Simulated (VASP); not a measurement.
A run of VASP 6.6.1:

File INCAR:

```
PREC = Accurate
ENCUT = 500
EDIFF = 1E-6
ISMEAR = 0
SIGMA = 0.01
LREAL = F
LASPH = T
NELM = 120
ALGO = Normal
ISIF = 2
LWAVE = F
LCHARG = F
GGA = PE
NBANDS = 15
GGA_COMPAT = F
```

The input KPOINTS:

```
Automatic mesh
0
Gamma
  4 4 4
```

POSCAR

```
BaS
1.0
    0.0000000000      3.1136365723      3.1136365723
    3.1136365723      0.0000000000      3.1136365723
    3.1136365723      3.1136365723      0.0000000000
Ba S
1 1
Direct
    0.0000000000      0.0000000000      0.0000000000
    0.5000000000      0.5000000000      0.5000000000
```

Potentials or basis: VASP PAW PBE potentials, release 64 (Ba_sv, S).

The run is started by

```bash
$ cat potpaw_PBE.64/Ba_sv/POTCAR potpaw_PBE.64/S/POTCAR > POTCAR
$ mpirun -np 1 vasp_std > vasp.out
```

Hardware: 1 thread of Intel Xeon 8259CL, on a shared host.

Question: Estimate the wall time of this run.

Answer: Run time: 14 s on 1 thread of Intel Xeon 8259CL, on a shared host, peak memory 0.17 GiB. Counts: scf iterations 13, k points 8.
